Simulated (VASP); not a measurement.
# Co (P6_3/mmc) in VASP: a series of runs, part 2 of 2

VASP 6.6.1. Earlier steps stand in the parts before.

### Step 3. Single point, BLYP+D4, collinear spin, ferromagnetic start

Input file INCAR:

```
PREC = Accurate
ENCUT = 520
EDIFF = 1E-6
ISMEAR = -1
SIGMA = 0.05
LREAL = F
LASPH = T
NELM = 150
ALGO = Normal
ISIF = 2
LWAVE = F
LCHARG = F
ISPIN = 2
MAGMOM = 2 2
LORBIT = 11
LMAXMIX = 4
GGA = B5
ALDAX = 1.0
AGGAX = 1.0
AGGAC = 1.0
ALDAC = 0.0
IVDW = 13
VDW_S6 = 1.0
VDW_S8 = 2.34076671
VDW_A1 = 0.44488865
VDW_A2 = 4.0933009
NBANDS = 20
```

Input file KPOINTS:

```
Automatic mesh
0
Gamma
  12 12 7
```

Input file POSCAR:

```
Co
1.0
    2.5204827983      0.0000000000      0.0000000000
   -1.2602413992      2.1828021331      0.0000000000
    0.0000000000      0.0000000000      4.1000100648
Co
2
Direct
    0.6666666667      0.3333333333      0.7500000000
    0.3333333333      0.6666666667      0.2500000000
```

Potentials or basis: VASP PAW PBE potentials, release 64 (Co).

Command:

```console
> cat potpaw_PBE.64/Co/POTCAR > POTCAR
> mpirun -np 1 vasp_std > vasp.out
```

OUTCAR:

```text
PREC = Accurate
   ENCUT = 520
   EDIFF = 1E-6
   ISMEAR = -1
   LREAL = F
   LASPH = T
   NELM = 150
   ISIF = 2
   ISPIN = 2
   LORBIT = 11
   GGA = B5
   IVDW = 13

 ion  position               nearest neighbor table
   1  0.667  0.333  0.750-   2 2.51   2 2.51   2 2.51   2 2.51   2 2.51   2 2.51
   2  0.333  0.667  0.250-   1 2.51   1 2.51   1 2.51   1 2.51   1 2.51   1 2.51

  LATTYP: Found a hexagonal cell.
 ALAT       =     2.5204827983
 C/A-ratio  =     1.6266764715

  Lattice vectors:

 A1 = (   2.5204827983,   0.0000000000,   0.0000000000)
 A2 = (  -1.2602413992,   2.1828021331,   0.0000000000)
 A3 = (   0.0000000000,   0.0000000000,   4.1000100648)

Analysis of symmetry for initial positions (statically):
=====================================================================
 Subroutine PRICEL returns:
 Original cell was already a primitive cell.

 Routine SETGRP: Setting up the symmetry group for a
 hexagonal supercell.

 Subroutine GETGRP returns: Found 24 space group operations
 (whereof 12 operations were pure point group operations)
 out of a pool of 24 trial point group operations.

The static configuration has the point symmetry D_3d.
 The point group associated with its full space group is D_6h.

Analysis of symmetry for dynamics (positions and initial velocities):
=====================================================================
 Subroutine PRICEL returns:
 Original cell was already a primitive cell.

 Routine SETGRP: Setting up the symmetry group for a
 hexagonal supercell.

 Subroutine GETGRP returns: Found 24 space group operations
 (whereof 12 operations were pure point group operations)
 out of a pool of 24 trial point group operations.

The dynamic configuration has the point symmetry D_3d.
 The point group associated with its full space group is D_6h.

[... 151 lines left out ...]
 number of electron      18.0000006 magnetization       3.2388923

 Free energy of the ion-electron system (eV)
  ---------------------------------------------------
  ext. energy  EPLUGINS =         0.00000000
  ---------------------------------------------------
  free energy    TOTEN  =       -12.12805740 eV

  energy without entropy =      -12.11129000  energy(sigma->0) =      -12.11967370

 E-fermi :  10.1810     XC(G=0): -12.5817

 val. band max:       10.1795506237   @ k =   0.3333   0.2500   0.4286
 cond. band min:      10.1838308670   @ k =   0.2500   0.0000   0.2857
 fundamental gap:      0.0042802433
 Fermi energy:        10.1809702128

 spin component 1

 k-point     1 :       0.0000    0.0000    0.0000
  band No.  band energies     occupation
      1       1.6493      1.00000
      2       5.2777      1.00000
      3       7.6262      1.00000
      4       7.6811      1.00000
      5       7.6811      1.00000
      6       7.9652      1.00000
[... 541 lines left out ...]
     19      33.1818      0.00000
     20      34.2961      0.00000

 [... further k-points ...]

 spin component 2

 k-point     1 :       0.0000    0.0000    0.0000
  band No.  band energies     occupation
      1       1.6866      1.00000
      2       6.2166      1.00000
      3       9.2111      1.00000
      4       9.2794      1.00000
      5       9.2794      1.00000
      6       9.6119      0.99999
[... 541 lines left out ...]
     19      33.1503      0.00000
     20      34.6535      0.00000

 [... further k-points ...]

------------------------ aborting loop because EDIFF is reached ----------------------------------------

  DFT-D4 for vdW energy calculation

  Edisp (eV):   -1.59449

  FORCE on cell =-STRESS in cart. coord.  units (eV):
  Direction    XX          YY          ZZ          XY          YZ          ZX
  --------------------------------------------------------------------------------------
  -------------------------------------------------------------------------------------
  Total      -1.29556    -1.29556    -1.68041     0.00000     0.00000    -0.00000
  in kB     -92.02085   -92.02085  -119.35592     0.00000     0.00000    -0.00000
  external pressure =     -101.13 kB  Pullay stress =        0.00 kB

 VOLUME and BASIS-vectors are now :
 -----------------------------------------------------------------------------
  energy-cutoff  :      520.00
  volume of cell :       22.56
      direct lattice vectors                 reciprocal lattice vectors
     2.520482798  0.000000000  0.000000000     0.396749385  0.229063364  0.000000000
    -1.260241399  2.182802133  0.000000000     0.000000000  0.458126728  0.000000000
     0.000000000  0.000000000  4.100010065     0.000000000  0.000000000  0.243901840

 POSITION                                       TOTAL-FORCE (eV/Angst)
 -----------------------------------------------------------------------------------
      1.26024      0.72760      3.07501        -0.000000      0.000000      0.000000
     -0.00000      1.45520      1.02500         0.000000      0.000000      0.000000
 -----------------------------------------------------------------------------------
    total drift:                               -0.000000      0.000000     -0.000000

  FREE ENERGIE OF THE ION-ELECTRON SYSTEM (eV)
  ---------------------------------------------------
  free  energy   TOTEN  =       -13.7225517922 eV

  energy  without entropy=      -13.7057843941  energy(sigma->0) =      -13.71416809

 total charge

# of ion       s       p       d       tot
------------------------------------------
    1        0.470   0.471   7.290   8.231
    2        0.470   0.471   7.290   8.231
--------------------------------------------------
tot          0.940   0.941  14.581  16.462

 magnetization (x)

# of ion       s       p       d       tot
------------------------------------------
    1       -0.014  -0.046   1.701   1.640
    2       -0.014  -0.046   1.701   1.640
--------------------------------------------------
tot         -0.027  -0.093   3.401   3.281
```

OSZICAR:

```text
N       E                     dE             d eps       ncg     rms          rms(c)
DAV:   1     0.873783081226E+02    0.87378E+02   -0.83065E+03  6368   0.122E+03
DAV:   2    -0.931420007100E+01   -0.96693E+02   -0.86787E+02  6180   0.214E+02
DAV:   3    -0.138638646175E+02   -0.45497E+01   -0.43592E+01  6912   0.569E+01
DAV:   4    -0.139337745378E+02   -0.69910E-01   -0.69855E-01  7668   0.615E+00
DAV:   5    -0.139356832260E+02   -0.19087E-02   -0.19086E-02  7032   0.963E-01    0.134E+01
DAV:   6    -0.125939985493E+02    0.13417E+01   -0.71095E+00  6976   0.530E+01    0.684E+00
DAV:   7    -0.121563962216E+02    0.43760E+00   -0.11826E+00  7036   0.203E+01    0.348E+00
DAV:   8    -0.121412707707E+02    0.15125E-01   -0.13159E-02  8084   0.945E-01    0.155E+00
DAV:   9    -0.121287595285E+02    0.12511E-01   -0.24720E-03  9748   0.865E-01    0.416E-01
DAV:  10    -0.121281039032E+02    0.65563E-03   -0.39312E-04  7968   0.220E-01    0.121E-01
DAV:  11    -0.121280570108E+02    0.46892E-04   -0.47588E-05  8576   0.997E-02    0.276E-02
DAV:  12    -0.121280573982E+02   -0.38741E-06   -0.59332E-06  6580   0.235E-02
   1 F= -.13722552E+02 E0= -.13714168E+02  d E =-.167674E-01  mag=     3.2383
```

It took 28 s on 1 thread of Intel Xeon 6975P-C (Granite Rapids), shared host; peak memory 0.17 GiB.

Results:

- Free energy: -13.7226 eV
- Pressure: -10.1 GPa
- Net moment: 3.24 μB per cell
- Site moments: Co +1.64 μB
- Valence electrons inside the program's atomic spheres: Co 8.23
- Dispersion energy per atom: -0.797 eV

Levels at points of the mesh, in eV from the Fermi level:
Spin up:
| k point | band 8 | band 9 | band 10 | band 11 | band 12 | band 13 | band 14 | band 15 |
| --- | --- | --- | --- | --- | --- | --- | --- | --- |
| (0.00, 0.00, 0.00) | -1.87 | -1.87 | -0.84 | -0.84 | 0.11 | 5.99 | 22.08 | 23.94 |
| (0.50, 0.00, 0.00) | -0.70 | -0.64 | -0.56 | 1.35 | 3.24 | 9.49 | 10.00 | 12.65 |
Spin down:
| k point | band 4 | band 5 | band 6 | band 7 | band 8 | band 9 | band 10 | band 11 |
| --- | --- | --- | --- | --- | --- | --- | --- | --- |
| (0.00, 0.00, 0.00) | -0.90 | -0.90 | -0.57 | -0.57 | -0.15 | -0.15 | 0.10 | 0.99 |
| (0.50, 0.00, 0.00) | -1.58 | -1.03 | -0.97 | -0.59 | 1.13 | 1.22 | 1.28 | 2.50 |

Caveat: the cell stands under tension; the PAW data sets were made with another functional, which shifts forces and pressure a little.

### Step 4. Single point, PBE exchange alone, collinear spin, ferromagnetic start

Input file INCAR:

```
SYSTEM = Co
PREC = Accurate ; ENCUT = 520
EDIFF = 1E-6 ; ISMEAR = -1
SIGMA = 0.05 ; LREAL = .FALSE.
LASPH = .TRUE. ; NELM = 150
ALGO = Fast ; ISIF = 2
LWAVE = .FALSE. ; LCHARG = .FALSE.
ISPIN = 2 ; MAGMOM = 2 2
LORBIT = 11 ; LMAXMIX = 4
GGA = PE ; ALDAC = 0.0
AGGAC = 0.0 ; NBANDS = 20
```

Input file KPOINTS:

```
regular mesh
0
G
  12 12 7
  0 0 0
```

POSCAR is that of step 3.

Command:

```console
> cat potpaw_PBE.64/Co/POTCAR > POTCAR
> mpirun -np 1 vasp_std > vasp.out
```

Wall time 33 s (1 thread of Intel Xeon 6975P-C (Granite Rapids), shared host); peak memory 0.17 GiB.

The run converged. Its results:

| Property | Result |
| --- | --- |
| Free energy | -10.3428 eV |
| Pressure | 18.0 GPa |
| Net moment | 3.36 μB per cell |
| Site moments | Co +1.72 μB |
| Valence electrons inside the program's atomic spheres | Co 8.22 |

Stress tensor (GPa, compression positive):
```
18.74  0.00  0.00
 0.00 18.74  0.00
 0.00  0.00 16.63
```

Levels at points of the mesh, in eV from the Fermi level:
Spin up:
```
           k point  band 8  band 9  band 10  band 11  band 12  band 13  band 14  band 15
(0.00, 0.00, 0.00)   -2.14   -2.14    -1.12    -1.12    -0.01     5.79    21.95    23.81
(0.50, 0.00, 0.00)   -0.98   -0.93    -0.84     1.14     3.04     9.35     9.85    12.48
```
Spin down:
| k point | band 3 | band 4 | band 5 | band 6 | band 7 | band 8 | band 9 | band 10 | band 11 | band 12 |
| --- | --- | --- | --- | --- | --- | --- | --- | --- | --- | --- |
| (0.00, 0.00, 0.00) | -0.93 | -0.86 | -0.86 | -0.52 | -0.52 | -0.18 | -0.09 | -0.09 | 1.06 | 1.06 |
| (0.50, 0.00, 0.00) | -3.05 | -1.74 | -0.99 | -0.96 | -0.57 | 1.20 | 1.29 | 1.35 | 2.48 | 4.13 |

Caveat: the cell stands under pressure.

### Step 5. Single point, PBEsol, collinear spin, ferromagnetic start

This run uses another cell than the first one, of 10.64 Å³/atom.

Input file INCAR:

```
SYSTEM = Co
PREC = Accurate ; ENCUT = 690
EDIFF = 1E-6 ; ISMEAR = -1
SIGMA = 0.05 ; LREAL = .False.
LASPH = .True. ; NELM = 200
ALGO = Normal ; ISIF = 2
LWAVE = .False. ; LCHARG = .False.
ISPIN = 2 ; MAGMOM = 2 2
LORBIT = 11 ; NUPDOWN = 4.0
LMAXMIX = 4 ; GGA = PS
NBANDS = 28 ; GGA_COMPAT = .False.
```

Input file KPOINTS:

```
regular mesh
0
Gamma
  10 10 6
  0 0 0
```

Input file POSCAR:

```
Co
1.0
    2.4719999032      0.0000000000      0.0000000000
   -1.2359999516      2.1408147143      0.0000000000
    0.0000000000      0.0000000000      4.0211440800
Co
2
Direct
    0.6666666667      0.3333333333      0.7500000000
    0.3333333333      0.6666666667      0.2500000000
```

Potentials or basis: VASP PAW PBE potentials, release 64 (Co_sv).

Command:

```console
> cat potpaw_PBE.64/Co_sv/POTCAR > POTCAR
> mpirun -np 1 vasp_std > vasp.out
```

OUTCAR:

```text
SYSTEM = Co
   PREC = Accurate
   ENCUT = 690
   EDIFF = 1E-6
   ISMEAR = -1
   LREAL = .False.
   LASPH = .True.
   NELM = 200
   ISIF = 2
   ISPIN = 2
   LORBIT = 11
   NUPDOWN = 4.0
   GGA = PS

 ion  position               nearest neighbor table
   1  0.667  0.333  0.750-   2 2.47   2 2.47   2 2.47   2 2.47   2 2.47   2 2.47
   2  0.333  0.667  0.250-   1 2.47   1 2.47   1 2.47   1 2.47   1 2.47   1 2.47

  LATTYP: Found a hexagonal cell.
 ALAT       =     2.4719999032
 C/A-ratio  =     1.6266764715

  Lattice vectors:

 A1 = (   2.4719999032,   0.0000000000,   0.0000000000)
 A2 = (  -1.2359999516,   2.1408147143,   0.0000000000)
[... 1705 lines left out ...]

 VOLUME and BASIS-vectors are now :
 -----------------------------------------------------------------------------
  energy-cutoff  :      690.00
  volume of cell :       21.28
      direct lattice vectors                 reciprocal lattice vectors
     2.471999903  0.000000000  0.000000000     0.404530760  0.233555943  0.000000000
    -1.235999952  2.140814714  0.000000000     0.000000000  0.467111887  0.000000000
     0.000000000  0.000000000  4.021144080     0.000000000  0.000000000  0.248685444

 POSITION                                       TOTAL-FORCE (eV/Angst)
 -----------------------------------------------------------------------------------
      1.23600      0.71360      3.01586        -0.000000      0.000000      0.000000
     -0.00000      1.42721      1.00529         0.000000     -0.000000      0.000000
 -----------------------------------------------------------------------------------
    total drift:                               -0.000000      0.000000     -0.000000

  FREE ENERGIE OF THE ION-ELECTRON SYSTEM (eV)
  ---------------------------------------------------
  free  energy   TOTEN  =       -15.3449100562 eV

  energy  without entropy=      -15.3267628985  energy(sigma->0) =      -15.33583648

 total charge

# of ion       s       p       d       tot
------------------------------------------
    1        2.260   6.137   6.649  15.046
    2        2.260   6.137   6.649  15.046
--------------------------------------------------
tot          4.521  12.275  13.297  30.093

 magnetization (x)

# of ion       s       p       d       tot
------------------------------------------
    1        0.006   0.004   1.980   1.990
    2        0.006   0.004   1.980   1.990
--------------------------------------------------
tot          0.011   0.007   3.961   3.980
```

OSZICAR:

```text
N       E                     dE             d eps       ncg     rms          rms(c)
DAV:   1     0.652136949357E+03    0.65214E+03   -0.22790E+04  8304   0.440E+03
DAV:   2     0.313442499901E+02   -0.62079E+03   -0.59521E+03  9368   0.985E+02
DAV:   3    -0.174604294730E+02   -0.48805E+02   -0.47781E+02  9396   0.276E+02
DAV:   4    -0.181823071789E+02   -0.72188E+00   -0.72124E+00  9168   0.310E+01
DAV:   5    -0.182148395314E+02   -0.32532E-01   -0.32532E-01  8528   0.687E+00    0.191E+01
DAV:   6    -0.159602890130E+02    0.22546E+01   -0.13149E+01  7664   0.105E+02    0.179E+01
DAV:   7    -0.153709796230E+02    0.58931E+00   -0.20725E+00  8068   0.404E+01    0.679E+00
DAV:   8    -0.153584202703E+02    0.12559E-01   -0.67622E-02 10048   0.526E+00    0.207E+00
DAV:   9    -0.153457718115E+02    0.12648E-01   -0.56591E-03  9456   0.198E+00    0.592E-01
DAV:  10    -0.153448915539E+02    0.88026E-03   -0.20174E-03  9152   0.123E+00    0.845E-02
DAV:  11    -0.153449106195E+02   -0.19066E-04   -0.87147E-05  8528   0.143E-01    0.548E-02
DAV:  12    -0.153449100562E+02    0.56334E-06   -0.43015E-06  8080   0.487E-02
   1 F= -.15344910E+02 E0= -.15335836E+02  d E =-.181472E-01  mag=     4.0000
```

stdout:

```text
POSCAR found type information on POSCAR Co
 POSCAR found :  1 types and       2 ions
 scaLAPACK will be used
 -----------------------------------------------------------------------------
|                                                                             |
|                                                                             |
|     You enforced a specific xc type in the INCAR file but a different       |
|     I HOPE YOU KNOW WHAT YOU ARE DOING!                                     |
|                                                                             |
 -----------------------------------------------------------------------------

 LDA part: xc-table for (Slater+PW92), standard interpolation
 POSCAR, INCAR and KPOINTS ok, starting setup
 FFT: planning ... GRIDC
 FFT: planning ... GRID_SOFT
 FFT: planning ... GRID
 WAVECAR not read
 entering main loop
```

Wall time 71 s (1 thread of Intel Xeon Platinum 8375C at 2.90GHz (Ice Lake), shared host); peak memory 0.21 GiB.

What came out:

* Free energy: -15.3449 eV
* Pressure: 1.3 GPa
* Net moment: 4.00 μB per cell
* Site moments: Co +1.99 μB
* Valence electrons inside the program's atomic spheres: Co 15.05

Stress tensor (GPa, compression positive):
```
1.10 0.00 0.00
0.00 1.10 0.00
0.00 0.00 1.67
```

Caveat: the PAW data sets were made with another functional, which shifts forces and pressure a little; the total moment is fixed, so each spin has its own Fermi level and the state may be an excited one.

### Step 6. Summary

| level | potentials or basis | fixed moment (μB) | cell | k mesh | cutoff (eV) | gap on the mesh (eV) | pressure (GPa) | moment (μB) |
| --- | --- | --- | --- | --- | --- | --- | --- | --- |
| RPBE+D4 | VASP PAW PBE potentials, release 64 (Co) | - | a = 2.520, b = 2.520, c = 4.100 Å, angles 90.0, 90.0, 120.0°, 2 atoms | 12 × 12 × 7 | 520 | none | -13.0 | 3.32 |
| BLYP+D4 | VASP PAW PBE potentials, release 64 (Co) | - | a = 2.520, b = 2.520, c = 4.100 Å, angles 90.0, 90.0, 120.0°, 2 atoms | 12 × 12 × 7 | 520 | none | -10.1 | 3.24 |
| PBE exchange alone | VASP PAW PBE potentials, release 64 (Co) | - | a = 2.520, b = 2.520, c = 4.100 Å, angles 90.0, 90.0, 120.0°, 2 atoms | 12 × 12 × 7 | 520 | none | 18.0 | 3.36 |
| PBEsol | VASP PAW PBE potentials, release 64 (Co_sv) | 4.0 | a = 2.472, b = 2.472, c = 4.021 Å, angles 90.0, 90.0, 120.0°, 2 atoms | 10 × 10 × 6 | 690 | - | 1.3 | 4.00 |

Alike in all rows: task single point; spin collinear, ferromagnetic start; smearing fermi-dirac 0.05 eV.

Caveats: the PAW data sets were made with another functional, which shifts forces and pressure a little (at least some runs); the cell stands under tension (at least some runs); the cell stands under pressure (at least some runs); the total moment is fixed, so each spin has its own Fermi level and the state may be an excited one (at least some runs).

Total energies depend on the potentials used, so only differences within one code and one set of settings carry meaning.

The gap in the log of VASP goes by the Fermi energy; the results here count the filled bands.